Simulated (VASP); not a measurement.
Set up this calculation in VASP 6.6.1, as the native input.

- Task: single point
- Functional: LDA
- Potentials or basis: VASP PAW LDA potentials, release 64 (Ga_d, As)
- Cutoff: 520 eV
- k mesh: 4 × 4 × 4
- Occupations: gaussian, width 0.1 eV
- Spin: no spin polarisation
- Dipole correction: no
- Further INCAR settings: ALGO = Normal; EDIFF = 1e-06; NBANDS = 16

The structure of GaAs lies in POSCAR:

```
GaAs
1.0
    0.0000000000      2.8750910496      2.8750910496
    2.8750910496      0.0000000000      2.8750910496
    2.8750910496      2.8750910496      0.0000000000
Ga As
1 1
Direct
    0.9280000000      0.0820000000      0.6340000000
    1.1780000000      0.3320000000      0.8840000000
```

The input as run:

INCAR

```
SYSTEM = GaAs
PREC = Accurate
ENCUT = 520
EDIFF = 1E-6
ISMEAR = 0
SIGMA = 0.1
LREAL = .FALSE.
LASPH = .TRUE.
NELM = 80
ALGO = Normal
ISIF = 2
LWAVE = .FALSE.
LCHARG = .FALSE.
GGA = CA
NBANDS = 16
```

KPOINTS

```
regular mesh
0
G
  4 4 4
  0 0 0
```

Potentials or basis: VASP PAW LDA potentials, release 64 (Ga_d, As).

Launch:

```sh
$ cat potpaw_LDA.64/Ga_d/POTCAR potpaw_LDA.64/As/POTCAR > POTCAR
$ mpirun -np 1 vasp_std > vasp.out
```

It gave:

```
Pressure               : -3.8 GPa
Band gap on the k mesh : zero (filled and empty bands touch)
```

Caveat: the k points lie up to 0.47 Å⁻¹ apart.

Run time: 12 s on 1 thread of AMD EPYC 7R13 Processor (Zen 3), on a shared host, peak memory 0.11 GiB.
